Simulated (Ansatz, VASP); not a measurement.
**Two plane-wave programs on Ti3Al**

```
CELL_PARAMETERS angstrom
0.00000 3.19152 3.19152
3.19152 0.00000 3.19152
3.19152 3.19152 0.00000
ATOMIC_POSITIONS crystal
Ti 0.75000 0.75000 0.75000
Ti 0.25000 0.25000 0.25000
Ti 0.00000 0.00000 0.00000
Al 0.50000 0.50000 0.50000
```

Alike in both runs: task single point; functional PBEsol; k mesh 10 × 10 × 10; occupations gaussian, width 0.15 eV; collinear spin.

|  | VASP | Ansatz |
| --- | --- | --- |
| version | VASP 6.6.1 | Ansatz 0.2.0 |
| potentials or method | VASP PAW PBE potentials, release 64 (Ti_sv, Al), cutoff 520 eV | scalar-relativistic, plane waves, PAW |
| valence electrons in the cell | 39 | 39 |

|  | VASP | Ansatz | Ansatz less VASP |
| --- | --- | --- | --- |
| gap on the k mesh at the Fermi level (eV) | none | none | - |
| pressure (GPa) | 0.0 | 0.0 | +0.09 |
| net moment per atom (μB) | 0.42 | 0.42 | 0.000 |
| size of the moment on the site where the two differ most (μB) | 0.21 | 0.21 | +0.005 |

VASP's potentials were made for PBE, not for PBEsol. Site moments also hang on the region over which each program counts them. A gap of «none» marks a metal or a gap that the smearing closes.
